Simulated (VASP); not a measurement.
# Ti (Fmmm) in VASP: single point with PBE

Aim: the single point of Ti with PBE.

All numbers are computed with VASP 6.6.1; they aren't measurements. Logs are shortened: lines on timing, memory, paths and dates and some standing lists are left out, and cuts for length are marked.

## Step 1: The cell of the first run

The structure is orthorhombic, space group Fmmm (No. 69). Conventional cell: a = 3.425 Å, b = 4.338 Å, c = 4.515 Å, α = 90.00°, β = 90.00°, γ = 90.00°. Ti (site symmetry mmm) has 14 Ti at 2.76 to 3.43 Å within 3.6 Å.

## Step 2: Single point, PBE (strained)

File INCAR:

```
SYSTEM = Ti
PREC = Accurate
ENCUT = 520
EDIFF = 1E-7
ISMEAR = 0
SIGMA = 0.1
LREAL = .False.
LASPH = .True.
NELM = 60
ALGO = Fast
ISIF = 2
LWAVE = .False.
LCHARG = .True.
GGA = PE
LELF = .True.
LVHAR = .True.
NBANDS = 12
```

File KPOINTS:

```
Automatic mesh
0
Gamma
  16 16 16
  0 0 0
```

File POSCAR:

```
Ti
1.0
   -1.7126952900      1.5961514700      1.5961514700
    1.7126952900     -1.5338591100      1.5338591100
    1.7126952900      1.5338591100     -1.5338591100
Ti
1
Direct
    0.0000000000      0.0000000000      0.0000000000
```

Potentials or basis: VASP PAW PBE potentials, release 64 (Ti_sv).

The run is started by

```
$ cat potpaw_PBE.64/Ti_sv/POTCAR > POTCAR
$ mpirun -np 1 vasp_std > vasp.out
```

OUTCAR:

```text
SYSTEM = Ti
   PREC = Accurate
   ENCUT = 520
   EDIFF = 1E-7
   ISMEAR = 0
   LREAL = .False.
   LASPH = .True.
   NELM = 60
   ISIF = 2
   GGA = PE

 ion  position               nearest neighbor table
   1  0.000  0.000  0.000-

  LATTYP: Found a face centered orthorhombic cell.
 ALAT       =     3.4253905800
 B/A-ratio  =     1.2665442410
 C/A-ratio  =     1.3179805361

  Lattice vectors:

 A1 = (   0.0000000000,   3.1300105800,   0.0622923600)
 A2 = (   1.7126952900,   1.5961514700,   1.5961514700)
 A3 = (   1.7126952900,   1.5338591100,  -1.5338591100)

Analysis of symmetry for initial positions (statically):
=====================================================================
 Subroutine PRICEL returns:
 Original cell was already a primitive cell.

 Routine SETGRP: Setting up the symmetry group for a
 face centered orthorhombic supercell.

 Subroutine GETGRP returns: Found  8 space group operations
 (whereof  8 operations were pure point group operations)
 out of a pool of  8 trial point group operations.

The static configuration has the point symmetry D_2h.

Analysis of symmetry for dynamics (positions and initial velocities):
=====================================================================
 Subroutine PRICEL returns:
 Original cell was already a primitive cell.

 Routine SETGRP: Setting up the symmetry group for a
 face centered orthorhombic supercell.

 Subroutine GETGRP returns: Found  8 space group operations
 (whereof  8 operations were pure point group operations)
 out of a pool of  8 trial point group operations.

The dynamic configuration has the point symmetry D_2h.

 Subroutine INISYM returns: Found  8 space group operations
 (whereof  8 operations are pure point group operations),
 and found     1 'primitive' translations

----------------------------------------------------------------------------------------

                                     Primitive cell

  volume of cell :      16.7726

  direct lattice vectors                    reciprocal lattice vectors
    -1.712695290  1.596151470  1.596151470     0.000000000  0.313253478  0.313253478
     1.712695290 -1.533859110  1.533859110     0.291937511 -0.006360851  0.319614329
     1.712695290  1.533859110 -1.533859110     0.291937511  0.319614329 -0.006360851

  length of vectors
     2.833500342  2.763832972  2.763832972     0.443007318  0.432921806  0.432921806

  position of ions in fractional coordinates (direct lattice)
     0.000000000  0.000000000  0.000000000

  ion indices of the primitive-cell ions
   primitive index   ion index
                 1           1

----------------------------------------------------------------------------------------

 KPOINTS: Automatic mesh

Automatic generation of k-mesh.
 Grid dimensions read from file:
 generate k-points for:   16   16   16

 Generating k-lattice:

  Cartesian coordinates                     Fractional coordinates (reciprocal lattice)
     0.000000000  0.019578342  0.019578342     0.062500000  0.000000000  0.000000000
     0.018246094 -0.000397553  0.019975896    -0.000000000  0.062500000  0.000000000
     0.018246094  0.019975896 -0.000397553    -0.000000000  0.000000000  0.062500000

  Length of vectors
     0.027687957  0.027057613  0.027057613

  Shift w.r.t. Gamma in fractional coordinates (k-lattice)
     0.000000000  0.000000000  0.000000000

 Subroutine IBZKPT returns following result:
 ===========================================

 Found    621 irreducible k-points:

 Following reciprocal coordinates:
            Coordinates               Weight
  0.000000  0.000000  0.000000      1.000000
  0.062500  0.000000  0.000000      2.000000
  0.125000  0.000000  0.000000      2.000000
  0.187500  0.000000  0.000000      2.000000
  0.250000  0.000000  0.000000      2.000000
  0.312500  0.000000  0.000000      2.000000
[... 16 lines left out ...]
  0.312500  0.125000  0.000000      8.000000
  0.375000  0.125000  0.000000      8.000000
 [... further k-points ...]
   k-points           NKPTS =    621   k-points in BZ     NKDIM =    621   number of bands    NBANDS=     12
   number of dos      NEDOS =    301   number of ions     NIONS =      1
   total plane-waves  NPLWV =  13824
   dimension x,y,z NGX =    24 NGY =   24 NGZ =   24
   dimension x,y,z NGXF=    48 NGYF=   48 NGZF=   48
   ions per type =               1
   NGX,Y,Z   is equivalent  to a cutoff of  14.08, 14.44, 14.44 a.u.
   NGXF,Y,Z  is equivalent  to a cutoff of  28.16, 28.87, 28.87 a.u.
 SYSTEM =  Ti
   PREC   = accura    normal or accurate (medium, high low for compatibility)
   ISTART =      0    job   : 0-new  1-cont  2-samecut
   ICHARG =      2    charge: 1-file 2-atom 10-const
   ISPIN  =      1    spin polarized calculation?
   LNONCOLLINEAR =      F non collinear calculations
   LSORBIT =      F    spin-orbit coupling
   LASPH  =      T    aspherical Exc in radial PAW
   ENCUT  =  520.0 eV  38.22 Ry    6.18 a.u.   5.27  5.14  5.14*2*pi/ulx,y,z
   NELM   =     60;   NELMIN=  2; NELMDL= -5     # of ELM steps
   EDIFF  = 0.1E-06   stopping-criterion for ELM
   LREAL  =      F    real-space projection
   EDIFFG = 0.1E-05   stopping-criterion for IOM
   NSW    =      0    number of steps for IOM
   IBRION =     -1    ionic relax: 0-MD 1-quasi-New 2-CG
   NFREE  =      0    steps in history (QN), initial steepest desc. (CG)
   ISIF   =      2    stress and relaxation
   ISYM   =      2    0-nonsym 1-usesym 2-fastsym
   POTIM  = 0.5000    time-step for ionic-motion
   TEBEG  =    0.0;   TEEND  =   0.0 temperature during run
   PSTRESS=    0.0 pullay stress
   NELECT =      12.0000    total number of electrons
   NUPDOWN=      -1.0000    fix difference up-down
   EMIN   =  10.00;   EMAX   =-10.00  energy-range for DOS
   EFERMI =   0.00;   METHOD = LEGACY
   ISMEAR =     0;   SIGMA  =   0.10  broadening in eV -4-tet -1-fermi 0-gaus
   EFERMI_NEDOS =   21; number of points for ismear=-14 and -15
   IALGO  =     68    algorithm
   IMIX   =      4    mixing-type and parameters
     AMIX     =   0.40;   BMIX     =  1.00
     AMIX_MAG =   1.60;   BMIX_MAG =  1.00
  volume/ion in A,a.u.               =      16.77       113.19
  Fermi-wavevector in a.u.,A,eV,Ry     =   1.464205  2.766947 29.169498  2.143898
  Thomas-Fermi vector in A             =   2.580209
   LORBIT       =      0    0 simple, 1 ext, 2 COOP (PROOUT), +10 PAW based schemes
   GGA     = PE    functional components
   LHFCALC =     F    Hartree Fock is set to
   AEXX    =    0.0000 exact exchange contribution
   IVDW    =     0    specifies the selected vdW correction
   LEPSILON=     F    determine dielectric tensor
   LRPA    =     F    only Hartree local field effects (RPA)
 non-spin polarized calculation
 RMM-DIIS sequential band-by-band and
 Gauss-broadening in eV      SIGMA  =   0.10
  energy-cutoff  :      520.00
  volume of cell :       16.77
 maximum number of plane-waves:       463
 NGX is ok and might be reduce to    24
   NGX = 11   NGY = 11   NGZ = 11

 number of electron      11.9999999 magnetization

 Free energy of the ion-electron system (eV)
  ---------------------------------------------------
  ext. energy  EPLUGINS =         0.00000000
  ---------------------------------------------------
  free energy    TOTEN  =        -7.72909551 eV

  energy without entropy =       -7.71725339  energy(sigma->0) =       -7.72317445

 E-fermi :   8.4777     XC(G=0): -11.6593

 val. band max:        8.4770530186   @ k =   0.3125  -0.3750   0.1250
 cond. band min:       8.4806462932   @ k =   0.1250   0.1875   0.0000
 fundamental gap:      0.0035932746
 Fermi energy:         8.4776986831

 k-point     1 :       0.0000    0.0000    0.0000
  band No.  band energies     occupation
      1     -48.0248      2.00000
      2     -23.8583      2.00000
      3     -23.8324      2.00000
      4     -23.8191      2.00000
      5       2.4268      2.00000
      6       9.0941      0.00000
      7       9.5053      0.00000
      8       9.8914      0.00000
      9      10.8803      0.00000
     10      11.6227      0.00000
     11      25.1764      0.00000
     12      26.2833      0.00000

 k-point     2 :       0.0625    0.0000    0.0000
  band No.  band energies     occupation
      1     -48.0194      2.00000
      2     -23.8860      2.00000
      3     -23.8412      2.00000
      4     -23.8211      2.00000
      5       2.5680      2.00000
      6       9.0210      0.00000
      7       9.6031      0.00000
      8       9.8319      0.00000
      9      10.9096      0.00000
     10      11.5820      0.00000
     11      25.3313      0.00000
     12      26.0388      0.00000

 k-point     3 :       0.1250    0.0000    0.0000
  band No.  band energies     occupation
      1     -48.0041      2.00000
      2     -23.9641      2.00000
      3     -23.8661      2.00000
      4     -23.8268      2.00000
      5       2.9784      2.00000
      6       8.8194      0.00000
      7       9.6385      0.00000
      8       9.8897      0.00000
      9      10.9975      0.00000
     10      11.5129      0.00000
     11      25.3650      0.00000
     12      25.7604      0.00000
[... 286 lines left out ...]
 k-point    23 :       0.3125    0.1250    0.0000
  band No.  band energies     occupation
      1     -47.8959      2.00000
      2     -24.4384      2.00000
      3     -24.0563      2.00000
      4     -23.8970      2.00000
      5       5.9778      2.00000
      6       7.7804      2.00000
      7       8.6883      0.00290
      8      11.4489      0.00000
      9      11.9968      0.00000
     10      12.6771      0.00000
     11      19.5746      0.00000
     12      21.7675      0.00000

 k-point    24 :       0.3750    0.1250    0.0000
  band No.  band energies     occupation
      1     -47.8815      2.00000
      2     -24.4961      2.00000
      3     -24.0870      2.00000
      4     -23.9035      2.00000
      5       6.1725      2.00000
      6       7.6452      2.00000
      7       9.0305      0.00000
      8      11.6237      0.00000
      9      12.1045      0.00000
     10      13.2738      0.00000
     11      18.2368      0.00000
     12      21.2455      0.00000

 [... further k-points ...]

------------------------ aborting loop because EDIFF is reached ----------------------------------------

  FORCE on cell =-STRESS in cart. coord.  units (eV):
  Direction    XX          YY          ZZ          XY          YZ          ZX
  --------------------------------------------------------------------------------------
  -------------------------------------------------------------------------------------
  Total        0.4411333      0.2571611      0.2571611      0.0000000     -0.1111803      0.0000000
  in kB       42.1386641     24.5649637     24.5649637      0.0000000    -10.6203524      0.0000000
  external PRESSURE =      30.4228638 kB  Pullay stress =       0.0000000 kB

 VOLUME and BASIS-vectors are now :
 -----------------------------------------------------------------------------
  energy-cutoff  :      520.00
  volume of cell :       16.77
      direct lattice vectors                 reciprocal lattice vectors
    -1.712695290  1.596151470  1.596151470     0.000000000  0.313253478  0.313253478
     1.712695290 -1.533859110  1.533859110     0.291937511 -0.006360851  0.319614329
     1.712695290  1.533859110 -1.533859110     0.291937511  0.319614329 -0.006360851

 POSITION                                       TOTAL-FORCE (eV/Angst)
 -----------------------------------------------------------------------------------
      0.00000      0.00000      0.00000         0.000000      0.000000      0.000000
 -----------------------------------------------------------------------------------
    total drift:                               -0.000000      0.000000      0.000000

  FREE ENERGIE OF THE ION-ELECTRON SYSTEM (eV)
  ---------------------------------------------------
  free  energy   TOTEN  =        -7.7290955147 eV

  energy  without entropy=       -7.7172533930  energy(sigma->0) =       -7.72317445
```

Run time: 2.1 min. Hardware: 1 thread of Intel Xeon 6975P-C (Granite Rapids), shared host; peak memory 0.24 GiB.

Results:

- Free energy: -7.7291 eV
- Pressure: 3.0 GPa
- Band gap on the k mesh: zero (band 6 reaches 9.27 eV, above the bottom of band 7 at 7.88 eV)

Levels at points of the mesh, in eV from the Fermi level:
```
           k point  band 3  band 4  band 5  band 6  band 7  band 8  band 9  band 10
(0.00, 0.00, 0.00)  -32.31  -32.30   -6.05    0.62    1.03    1.41    2.40     3.15
(0.50, 0.00, 0.00)  -32.54  -32.35   -2.59   -1.00    1.36    3.39    3.52     4.38
(0.00, 0.50, 0.00)  -32.53  -32.31   -2.55   -0.17    1.05    2.35    3.29     4.34
(0.00, 0.50, 0.50)  -32.62  -32.38   -2.57   -0.91    1.99    3.19    3.28     4.58
(0.50, 0.50, 0.50)  -32.82  -32.73   -2.38   -2.10    3.93    3.95    4.29     6.99
```

Caveat: the cell differs from its parent crystal (strained).
